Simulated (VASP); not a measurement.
# Tl3Sb2Mo (P4/mmm) in VASP: a series of runs, part 2 of 2

VASP 6.6.1.

**3. Single point, PBE**

This run uses another cell than the first one, of 32.18 Å³/atom, 1.223 times its volume.

The input, INCAR:

```
SYSTEM = Tl3Sb2Mo
PREC     = Accurate       ! precision mode
ENCUT    = 520            ! plane-wave cutoff, eV
EDIFF    = 1E-7           ! SCF threshold, eV
ISMEAR   = 0              ! smearing method
SIGMA    = 0.1            ! smearing width, eV
LREAL    = .False.        ! projectors in reciprocal space
LASPH    = .True.         ! aspherical terms in the spheres
NELM     = 60             ! most SCF steps
ALGO     = Fast           ! electronic algorithm
ISIF     = 2              ! what is computed and relaxed
LWAVE    = .False.        ! write WAVECAR
LCHARG   = .False.        ! write CHGCAR
GGA      = PE             ! functional
NBANDS   = 40             ! bands
```

The input, KPOINTS:

```
Automatic mesh
0
Gamma
  4 4 2
  0 0 0
```

The input, POSCAR:

```
Tl3Sb2Mo
1.0
    4.4686207100      0.0000000000      0.0000000000
    0.0000000000      4.4686207100      0.0000000000
    0.0000000000      0.0000000000      9.6683018600
Tl Sb Mo
3 2 1
Direct
    0.0000000000      0.0000000000      0.6627739200
    0.0000000000      0.0000000000      0.3372260800
    0.0000000000      0.0000000000      0.0000000000
    0.5000000000      0.5000000000      0.8627628100
    0.5000000000      0.5000000000      0.1372371900
    0.5000000000      0.5000000000      0.5000000000
```

Potentials or basis: VASP PAW PBE potentials, release 64 (Tl_d, Sb, Mo_sv).

Started as:

```sh
$ cat potpaw_PBE.64/Tl_d/POTCAR potpaw_PBE.64/Sb/POTCAR potpaw_PBE.64/Mo_sv/POTCAR > POTCAR
$ mpirun -np 1 vasp_std > vasp.out
```

OUTCAR:

```text
SYSTEM = Tl3Sb2Mo
   PREC = Accurate
   ENCUT = 520
   EDIFF = 1E-7
   ISMEAR = 0
   LREAL = .False.
   LASPH = .True.
   NELM = 60
   ISIF = 2
   GGA = PE

 ion  position               nearest neighbor table
   1  0.000  0.000  0.663-   2 3.15   3 3.26   6 3.53   6 3.53   6 3.53   6 3.53   4 3.70   4 3.70
                             4 3.70   4 3.70
   2  0.000  0.000  0.337-   1 3.15   3 3.26   6 3.53   6 3.53   6 3.53   6 3.53   5 3.70   5 3.70
                             5 3.70   5 3.70
   3  0.000  0.000  0.000-   1 3.26   2 3.26   4 3.43   5 3.43   4 3.43   5 3.43   4 3.43   5 3.43
                             4 3.43   5 3.43
   4  0.500  0.500  0.863-   5 2.65   3 3.43   3 3.43   3 3.43   3 3.43   6 3.51   1 3.70   1 3.70
                             1 3.70   1 3.70
   5  0.500  0.500  0.137-   4 2.65   3 3.43   3 3.43   3 3.43   3 3.43   6 3.51   2 3.70   2 3.70
                             2 3.70   2 3.70
   6  0.500  0.500  0.500-   4 3.51   5 3.51   1 3.53   2 3.53   1 3.53   2 3.53   1 3.53   2 3.53
                             1 3.53   2 3.53

  LATTYP: Found a simple tetragonal cell.
 ALAT       =     4.4686207100
 C/A-ratio  =     2.1635986779

  Lattice vectors:

 A1 = (   4.4686207100,   0.0000000000,   0.0000000000)
[... 179 lines left out ...]
 Fermi energy:         5.2598462676

 k-point     1 :       0.0000    0.0000    0.0000
  band No.  band energies     occupation
      1     -55.6489      2.00000
      2     -29.7226      2.00000
      3     -29.7226      2.00000
      4     -29.6683      2.00000
      5      -6.2394      2.00000
      6      -5.9980      2.00000
[... 505 lines left out ...]
     39       8.1795      0.00000
     40       8.1795      0.00000

------------------------ aborting loop because EDIFF is reached ----------------------------------------

  FORCE on cell =-STRESS in cart. coord.  units (eV):
  Direction    XX          YY          ZZ          XY          YZ          ZX
  --------------------------------------------------------------------------------------
  -------------------------------------------------------------------------------------
  Total       -6.6254699     -6.6254699     -3.6260737      0.0000000      0.0000000      0.0000000
  in kB      -54.9832085    -54.9832085    -30.0919284      0.0000000      0.0000000      0.0000000
  external PRESSURE =     -46.6861151 kB  Pullay stress =       0.0000000 kB

 VOLUME and BASIS-vectors are now :
 -----------------------------------------------------------------------------
  energy-cutoff  :      520.00
  volume of cell :      193.06
      direct lattice vectors                 reciprocal lattice vectors
     4.468620710  0.000000000  0.000000000     0.223782698  0.000000000  0.000000000
     0.000000000  4.468620710  0.000000000     0.000000000  0.223782698  0.000000000
     0.000000000  0.000000000  9.668301860     0.000000000  0.000000000  0.103430780

 POSITION                                       TOTAL-FORCE (eV/Angst)
 -----------------------------------------------------------------------------------
      0.00000      0.00000      6.40790         0.000000     -0.000000     -0.522090
      0.00000      0.00000      3.26040        -0.000000     -0.000000      0.522090
      0.00000      0.00000      0.00000        -0.000000     -0.000000      0.000000
      2.23431      2.23431      8.34145        -0.000000      0.000000     -2.196650
      2.23431      2.23431      1.32685         0.000000      0.000000      2.196650
      2.23431      2.23431      4.83415        -0.000000     -0.000000      0.000000
 -----------------------------------------------------------------------------------
    total drift:                                0.000000      0.000000      0.000000

  FREE ENERGIE OF THE ION-ELECTRON SYSTEM (eV)
  ---------------------------------------------------
  free  energy   TOTEN  =       -20.1343829459 eV

  energy  without entropy=      -20.1053831340  energy(sigma->0) =      -20.11988304
```

OSZICAR:

```text
N       E                     dE             d eps       ncg     rms          rms(c)
DAV:   1     0.415847003456E+03    0.41585E+03   -0.31025E+04  1056   0.139E+03
DAV:   2    -0.206858001831E+01   -0.41792E+03   -0.40299E+03  1072   0.327E+02
DAV:   3    -0.207502139300E+02   -0.18682E+02   -0.17747E+02  1176   0.575E+01
DAV:   4    -0.211329447739E+02   -0.38273E+00   -0.37922E+00  1112   0.795E+00
DAV:   5    -0.211395469722E+02   -0.66022E-02   -0.65992E-02  1184   0.993E-01    0.907E+00
RMM:   6    -0.290848323837E+02   -0.79453E+01   -0.19661E+01  1031   0.114E+01    0.221E+01
RMM:   7    -0.201629484501E+02    0.89219E+01   -0.31767E+00   979   0.583E+00    0.318E+00
RMM:   8    -0.201423417759E+02    0.20607E-01   -0.34416E-01  1011   0.168E+00    0.226E+00
RMM:   9    -0.201362753408E+02    0.60664E-02   -0.79297E-02  1050   0.103E+00    0.448E-01
RMM:  10    -0.201342198631E+02    0.20555E-02   -0.78147E-03  1047   0.391E-01    0.201E-01
RMM:  11    -0.201343546493E+02   -0.13479E-03   -0.16199E-03  1084   0.175E-01    0.113E-01
RMM:  12    -0.201343685137E+02   -0.13864E-04   -0.25579E-04  1116   0.732E-02    0.500E-02
RMM:  13    -0.201343816231E+02   -0.13109E-04   -0.71123E-05  1077   0.410E-02    0.744E-03
RMM:  14    -0.201343827893E+02   -0.11662E-05   -0.14289E-05  1115   0.169E-02    0.374E-03
RMM:  15    -0.201343829279E+02   -0.13860E-06   -0.31126E-06  1001   0.849E-03    0.169E-03
RMM:  16    -0.201343829459E+02   -0.18020E-07   -0.56337E-07   789   0.374E-03
   1 F= -.20134383E+02 E0= -.20119883E+02  d E =-.289998E-01
```

Wall time 2.2 min (1 thread of Oxide Virtual Turin-like, shared host); peak memory 0.31 GiB.

Results:

```yaml
Free_energy: -20.1344 eV
Pressure: -4.7 GPa
Largest_force: 2.197 eV/Å
```

Forces on the atoms (eV/Å):
```
Tl   0.000  0.000 -0.522
Tl   0.000  0.000  0.522
Tl   0.000  0.000  0.000
Sb   0.000  0.000 -2.197
Sb   0.000  0.000  2.197
Mo   0.000  0.000  0.000
```

Caveat: spin-orbit coupling is left out, which moves the levels of the heavy elements; forces of over 1 eV/Å act on the atoms, so gaps and moduli don't describe the material at rest.

**4. Relaxation of cell and atoms, PBE**

This run uses another cell than the first one, of 32.18 Å³/atom, 1.223 times its volume.

The input, INCAR:

```
SYSTEM = Tl3Sb2Mo
PREC = Accurate
ENCUT = 600
EDIFF = 1E-7
ISMEAR = 0
SIGMA = 0.1
LREAL = .False.
LASPH = .True.
NELM = 80
ALGO = Fast
ISIF = 3
LWAVE = .False.
LCHARG = .False.
GGA = PE
IBRION = 2
NSW = 90
EDIFFG = -0.04
```

KPOINTS is that of step 3.

POSCAR is that of step 3.

Started as:

```sh
$ cat potpaw_PBE.64/Tl_d/POTCAR potpaw_PBE.64/Sb/POTCAR potpaw_PBE.64/Mo_sv/POTCAR > POTCAR
$ mpirun -np 1 vasp_std > vasp.out
```

Run time: 26 min. Hardware: 1 thread of Oxide Virtual Turin-like, shared host; peak memory 0.36 GiB.

Results (log left out):

- Free energy: -23.0216 eV
- Relaxed volume: 26.03 Å³/atom
- Relaxed cell: a = 3.862 Å, b = 3.862 Å, c = 10.472 Å, α = 90.00°, β = 90.00°, γ = 90.00°
- Space group after relaxing (to 0.05 Å): P4/mmm (No. 123)
- Energy gained by relaxing: 481.3 meV/atom
- Ionic steps: 13
- Pressure after relaxing: 0.1 GPa
- Largest force after relaxing: 0.013 eV/Å

Forces on the atoms (eV/Å):
```
Tl   0.000  0.000  0.008
Tl   0.000  0.000 -0.008
Tl   0.000  0.000  0.000
Sb   0.000  0.000 -0.013
Sb   0.000  0.000  0.013
Mo   0.000  0.000  0.000
```

Step by step:
```
step  energy change (eV)  largest force (eV/Å)  pressure (GPa)  volume (Å³)
   1              0.0000                2.1965           -4.65       193.06
   2             -1.0775                1.8490           -2.70       168.10
   3             -1.5693                2.0268            4.85       142.69
   4             -2.2176                0.9990            3.57       142.52
   5             -2.5779                0.2889            5.32       142.05
   6             -2.5859                0.4209            6.77       141.73
   7             -2.6408                0.5047           -4.51       171.27
   8             -2.8645                0.3600           -0.28       156.17
   9             -2.8645                0.3585           -0.17       155.88
  10             -2.8770                0.1424           -0.09       156.06
  11             -2.8800                0.0875           -0.01       156.20
  12             -2.8845                0.0570            0.04       156.19
  13             -2.8877                0.0129            0.15       156.16
```

Final structure:
```yaml
crystal:
  lattice:
    - [3.86164, 0.00000, 0.00000]
    - [0.00000, 3.86164, 0.00000]
    - [0.00000, 0.00000, 10.47203]
  atoms:
    - { symbol: Tl, position: [0.00000, 0.00000, 0.63951] }
    - { symbol: Tl, position: [0.00000, 0.00000, 0.36049] }
    - { symbol: Tl, position: [0.00000, 0.00000, 0.00000] }
    - { symbol: Sb, position: [0.50000, 0.50000, 0.77938] }
    - { symbol: Sb, position: [0.50000, 0.50000, 0.22062] }
    - { symbol: Mo, position: [0.50000, 0.50000, 0.50000] }
```

Levels at points of the mesh, in eV from the Fermi level:
```
           k point  band 27  band 28  band 29  band 30  band 31  band 32  band 33  band 34  band 35  band 36
(0.00, 0.00, 0.00)    -1.22    -1.04    -0.35    -0.35    -0.09     0.44     0.74     1.58     1.58     3.48
(0.50, 0.00, 0.00)    -1.72    -1.69    -1.55    -0.75    -0.04     0.79     1.39     1.51     1.53     2.00
(0.50, 0.50, 0.00)    -3.72    -3.72    -1.97    -0.36    -0.36    -0.22    -0.11    -0.11    -0.02     1.07
(0.00, 0.00, 0.50)    -1.28    -1.04    -0.13    -0.13     0.44     0.71     1.18     1.18     1.78     2.10
(0.50, 0.00, 0.50)    -3.07    -1.49    -0.75    -0.33    -0.04     1.08     1.57     1.88     1.95     2.15
(0.50, 0.50, 0.50)    -3.60    -3.56    -1.66    -0.99    -0.99    -0.99    -0.67     1.07     1.12     1.12
```

Caveat: the volume moved by over 15 % at a fixed basis, so the end points are rough; spin-orbit coupling is left out, which moves the levels of the heavy elements.

**5. Single point, PBE, collinear spin, ferromagnetic start**

The input, INCAR:

```
SYSTEM = Tl3Sb2Mo
ALGO     = Normal         ! electronic algorithm
EDIFF    = 1E-6           ! SCF threshold, eV
ENCUT    = 520            ! plane-wave cutoff, eV
GGA      = PE             ! functional
ISIF     = 2              ! what is computed and relaxed
ISMEAR   = 0              ! smearing method
ISPIN    = 2              ! spin polarisation
LASPH    = .TRUE.         ! aspherical terms in the spheres
LCHARG   = .FALSE.        ! write CHGCAR
LMAXMIX  = 4              ! l up to which the mixer works
LORBIT   = 11             ! projections on sites
LREAL    = .FALSE.        ! projectors in reciprocal space
LWAVE    = .FALSE.        ! write WAVECAR
MAGMOM   = 0 0 0 0 0 1    ! initial moments
NBANDS   = 44             ! bands
NELM     = 150            ! most SCF steps
PREC     = Accurate       ! precision mode
SIGMA    = 0.1            ! smearing width, eV
```

The input, KPOINTS:

```
k-points
0
G
  4 4 2
  0 0 0
```

The input, POSCAR:

```
Tl3Sb2Mo
1.0
    3.8792788367      0.0000000000      0.0000000000
    0.0000000000      3.8792788367      0.0000000000
    0.0000000000      0.0000000000     10.4907575474
Tl Sb Mo
3 2 1
Direct
    0.0000000000      0.0000000000      0.6393494710
    0.0000000000      0.0000000000      0.3606505290
    0.0000000000      0.0000000000      0.0000000000
    0.5000000000      0.5000000000      0.7774426728
    0.5000000000      0.5000000000      0.2225573272
    0.5000000000      0.5000000000      0.5000000000
```

Potentials or basis: VASP PAW PBE potentials, release 64 (Tl_d, Sb, Mo_sv).

Started as:

```sh
$ cat potpaw_PBE.64/Tl_d/POTCAR potpaw_PBE.64/Sb/POTCAR potpaw_PBE.64/Mo_sv/POTCAR > POTCAR
$ mpirun -np 1 vasp_std > vasp.out
```

OUTCAR:

```text
SYSTEM = Tl3Sb2Mo
   EDIFF = 1E-6
   ENCUT = 520
   GGA = PE
   ISIF = 2
   ISMEAR = 0
   ISPIN = 2
   LASPH = .TRUE.
   LORBIT = 11
   LREAL = .FALSE.
   NELM = 150
   PREC = Accurate

 ion  position               nearest neighbor table
   1  0.000  0.000  0.639-   2 2.92   4 3.10   4 3.10   4 3.10   4 3.10   6 3.11   6 3.11   6 3.11
                             6 3.11   3 3.78
   2  0.000  0.000  0.361-   1 2.92   5 3.10   5 3.10   5 3.10   5 3.10   6 3.11   6 3.11   6 3.11
                             6 3.11   3 3.78
   3  0.000  0.000  0.000-   4 3.60   5 3.60   4 3.60   5 3.60   4 3.60   5 3.60   4 3.60   5 3.60
                             1 3.78   2 3.78
   4  0.500  0.500  0.777-   6 2.91   1 3.10   1 3.10   1 3.10   1 3.10   3 3.60   3 3.60   3 3.60
                             3 3.60
   5  0.500  0.500  0.223-   6 2.91   2 3.10   2 3.10   2 3.10   2 3.10   3 3.60   3 3.60   3 3.60
[... 1338 lines left out ...]
      0.00000      0.00000      0.00000        -0.000000     -0.000000     -0.000000
      1.93964      1.93964      8.15596         0.000000      0.000000     -0.039113
      1.93964      1.93964      2.33479        -0.000000      0.000000      0.039113
      1.93964      1.93964      5.24538        -0.000000     -0.000000     -0.000000
 -----------------------------------------------------------------------------------
    total drift:                                0.000000      0.000000      0.000000

  FREE ENERGIE OF THE ION-ELECTRON SYSTEM (eV)
  ---------------------------------------------------
  free  energy   TOTEN  =       -23.0198589018 eV

  energy  without entropy=      -22.9995119564  energy(sigma->0) =      -23.00968543

 total charge

# of ion       s       p       d       tot
------------------------------------------
    1        1.054   0.610   9.653  11.318
    2        1.054   0.610   9.653  11.318
    3        1.247   0.267   9.650  11.163
    4        1.209   1.139   0.032   2.380
    5        1.209   1.139   0.032   2.380
    6        2.201   6.064   3.906  12.171
--------------------------------------------------
tot          7.974   9.831  32.925  50.731

 magnetization (x)

# of ion       s       p       d       tot
------------------------------------------
    1       -0.007  -0.006   0.007  -0.007
    2       -0.007  -0.006   0.007  -0.007
    3        0.001  -0.002   0.001  -0.000
    4        0.001   0.004   0.000   0.005
    5        0.001   0.004   0.000   0.005
    6        0.007   0.005   0.602   0.613
--------------------------------------------------
tot         -0.006  -0.001   0.617   0.610
```

OSZICAR:

```text
N       E                     dE             d eps       ncg     rms          rms(c)
DAV:   1     0.432937284694E+03    0.43294E+03   -0.31668E+04  2304   0.131E+03
DAV:   2    -0.666778747288E+01   -0.43961E+03   -0.42305E+03  2404   0.327E+02
DAV:   3    -0.234593298686E+02   -0.16792E+02   -0.16165E+02  2452   0.567E+01
DAV:   4    -0.237255067566E+02   -0.26618E+00   -0.26482E+00  2468   0.707E+00
DAV:   5    -0.237285978126E+02   -0.30911E-02   -0.30908E-02  2320   0.800E-01    0.119E+01
DAV:   6    -0.233420978152E+02    0.38650E+00   -0.24212E+00  2208   0.676E+00    0.648E+00
DAV:   7    -0.235199373473E+02   -0.17784E+00   -0.29481E+00  2284   0.624E+00    0.661E+00
DAV:   8    -0.230132142897E+02    0.50672E+00   -0.99047E-01  2256   0.352E+00    0.221E+00
DAV:   9    -0.230199851872E+02   -0.67709E-02   -0.72335E-02  2200   0.986E-01    0.898E-01
DAV:  10    -0.230201133039E+02   -0.12812E-03   -0.86263E-03  2256   0.463E-01    0.328E-01
DAV:  11    -0.230196939852E+02    0.41932E-03   -0.20703E-03  2268   0.204E-01    0.130E-01
DAV:  12    -0.230196904020E+02    0.35832E-05   -0.43819E-04  2340   0.837E-02    0.547E-02
DAV:  13    -0.230197471740E+02   -0.56772E-04   -0.77281E-05  2328   0.388E-02    0.330E-02
DAV:  14    -0.230197778032E+02   -0.30629E-04   -0.16912E-05  2148   0.164E-02    0.281E-02
DAV:  15    -0.230198250466E+02   -0.47243E-04   -0.44462E-05  2296   0.246E-02    0.204E-02
DAV:  16    -0.230198551337E+02   -0.30087E-04   -0.69132E-05  2332   0.297E-02    0.746E-03
DAV:  17    -0.230198584381E+02   -0.33044E-05   -0.79012E-06  1984   0.112E-02    0.359E-03
DAV:  18    -0.230198589018E+02   -0.46371E-06   -0.84735E-07  1224   0.406E-03
   1 F= -.23019859E+02 E0= -.23009685E+02  d E =-.203469E-01  mag=     0.7228
```

It took 3.8 min on 1 thread of Oxide Virtual Turin-like, shared host; peak memory 0.35 GiB.

What came out:

| Item | Value |
| --- | --- |
| Free energy | -23.0199 eV |
| Pressure | 0.0 GPa |
| Largest force | 0.108 eV/Å |
| Net moment | 0.72 μB per cell |
| Site moments | Tl -0.01, -0.00; Sb +0.01; Mo +0.61 μB |
| Valence electrons inside the program's atomic spheres | Tl 11.32, 11.16; Sb 2.38; Mo 12.17 |

Forces on the atoms (eV/Å):
```
Tl   0.000  0.000  0.108
Tl   0.000  0.000 -0.108
Tl   0.000  0.000  0.000
Sb   0.000  0.000 -0.039
Sb   0.000  0.000  0.039
Mo   0.000  0.000  0.000
```

Stress tensor (GPa, compression positive):
```
-0.25  0.00  0.00
 0.00 -0.25  0.00
 0.00  0.00  0.45
```

Caveat: the k points lie up to 0.40 Å⁻¹ apart; spin-orbit coupling is left out, which moves the levels of the heavy elements.

**6. The runs side by side**

| task | spin | cell | cutoff (eV) | gap on the mesh (eV) | pressure (GPa) | largest force (eV/Å) |
| --- | --- | --- | --- | --- | --- | --- |
| single point | off | a = 3.879, b = 3.879, c = 10.491 Å, 6 atoms | 520 | none | -0.3 | 0.01 |
| single point | off | a = 4.469, b = 4.469, c = 9.668 Å, 6 atoms | 520 | none | -4.7 | 2.20 |
| relaxation of cell and atoms | off | relaxed from a = 4.469, b = 4.469, c = 9.668 Å, 6 atoms | 600 | none | 0.1 | 0.01 |
| single point | collinear, ferromagnetic start | a = 3.879, b = 3.879, c = 10.491 Å, 6 atoms | 520 | none | 0.0 | 0.11 |

Alike in all rows: level PBE; potentials or basis VASP PAW PBE potentials, release 64 (Tl_d, Sb, Mo_sv); k mesh 4 × 4 × 2; smearing gaussian 0.1 eV.

Caveats: some runs use coarse meshes; spin-orbit coupling is left out, which moves the levels of the heavy elements; forces of over 1 eV/Å act on the atoms, so gaps and moduli don't describe the material at rest (some runs); the volume moved by over 15 % at a fixed basis, so the end points are rough (some runs).

Total energies depend on the potentials used, so only differences within one code and one set of settings carry meaning.
